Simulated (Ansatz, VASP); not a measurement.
# One calculation of Sn, two programs

```
Sn
1.0
     0.00000    3.64325    2.57578
     3.64325    0.00000    2.57578
     3.64325    3.64325    0.00000
Sn
2
Direct
  0.50000 0.50000 0.50000
  0.75000 0.75000 0.75000
```

Alike in both runs: task single point; functional PBEsol; k mesh 14 × 14 × 14; occupations gaussian, width 0.15 eV; no spin polarisation.

```csv
,VASP,Ansatz
version,VASP 6.6.1,Ansatz 0.2.0
potentials or method,"VASP PAW PBE potentials, release 64 (Sn_d), cutoff 520 eV","scalar-relativistic, plane waves, PAW"
valence electrons in the cell,28,28
```

|  | VASP | Ansatz | Ansatz less VASP |
| --- | --- | --- | --- |
| gap on the k mesh at the Fermi level (eV) | none | none | - |
| pressure (GPa) | -1.0 | -0.9 | +0.06 |
| traceless stress, the component that is largest in VASP (GPa) | 2.11 | 2.11 | -0.007 |

VASP's potentials were made for PBE, not for PBEsol. A gap of «none» marks a metal or a gap that the smearing closes. The functional is the same, so the differences come from potentials, cutoffs and numerics.
